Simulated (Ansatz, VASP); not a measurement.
**Cl in VASP and in Ansatz**

```xyz
4
Lattice="3.4410 -1.9400 0.0000 3.4410 1.9400 0.0000 0.0000 0.0000 8.0110" Properties=species:S:1:pos:R:3 pbc="T T T"
Cl    3.4410    1.4496    0.8905
Cl    3.4410   -0.4904    3.1151
Cl    3.4410   -1.4496    7.1206
Cl    3.4410    0.4904    4.8960
```

Alike in both runs: functional PBEsol; k mesh 8 × 8 × 4; occupations gaussian, width 0.02 eV; no spin polarisation.

Ansatz relaxed the structure, and its values are those at the end. VASP's run is a single point on that final structure, the one shown.

|  | VASP | Ansatz |
| --- | --- | --- |
| version | VASP 6.6.1 | Ansatz 0.2.0 |
| potentials or method | VASP PAW PBE potentials, release 64 (Cl), cutoff 520 eV | scalar-relativistic, plane waves, PAW |
| valence electrons in the cell | 28 | 28 |

|  | VASP | Ansatz | Ansatz less VASP |
| --- | --- | --- | --- |
| gap on the k mesh at the Fermi level (eV) | 2.06 | 2.01 | -0.047 |
| least direct gap on the mesh (eV) | 2.06 | 2.01 | -0.047 |
| pressure (GPa) | -0.3 | 0.0 | +0.28 |
| rms of the force components (eV/Å) | 0.083 | 0.001 | -0.0828 |

VASP's potentials were made for PBE, not for PBEsol.
